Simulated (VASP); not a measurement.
Input of a VASP 6.6.1 run:

The input INCAR:

```
PREC = Accurate ; ENCUT = 520
EDIFF = 1E-6 ; ISMEAR = -1
SIGMA = 0.1 ; LREAL = F
LASPH = T ; NELM = 100
ALGO = Normal ; ISIF = 2
LWAVE = F ; LCHARG = F
NBANDS = 21
```

Contents of KPOINTS:

```
regular mesh
0
Gamma
  12 12 12
```

File POSCAR:

```
Ge
1.0
   -2.5744897200      2.5744897200      1.3974126400
    2.5744897200     -2.5744897200      1.3974126400
    2.5744897200      2.5744897200     -1.3974126400
Ge
2
Direct
    0.2500000000      0.7500000000      0.5000000000
    0.5000000000      0.5000000000      0.0000000000
```

Potentials or basis: VASP PAW LDA potentials, release 64 (Ge_d).

Run with:

```console
$ cat potpaw_LDA.64/Ge_d/POTCAR > POTCAR
$ mpirun -np 1 vasp_std > vasp.out
```

Predict the band gap on the k mesh.

zero (band 14 reaches 8.09 eV, above the bottom of band 15 at 3.05 eV).

What does it give for the pressure?

-2.6 GPa.

Stress tensor (GPa, compression positive):
```
-2.96  0.00  0.00
 0.00 -2.96  0.00
 0.00  0.00 -1.79
```
